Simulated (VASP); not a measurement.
KF:

```xyz
2
Lattice="0.0000 2.6735 2.6735 2.6735 0.0000 2.6735 2.6735 2.6735 0.0000" Properties=species:S:1:pos:R:3 pbc="T T T"
K     0.0000    0.0000    0.0000
F     2.6735    2.6735    2.6735
```

Program: VASP 6.6.1. Alike in all runs: task single point; potentials or basis VASP PAW PBE potentials, release 64 (K_sv, F); no spin polarisation; cell as given; k mesh 8 × 8 × 8; cutoff (eV) 520; smearing gaussian 0.05 eV.

**Question.** Order these runs on this cell by their pressure, lowest first.
A. level PBE+D4
B. level PBEsol+D3(BJ)
C. level RPBE

**Answer.** B (-2.1 GPa), A (0.7 GPa), C (4.0 GPa).

Caveats: the PAW data sets were made with another functional, which shifts forces and pressure a little (some runs).
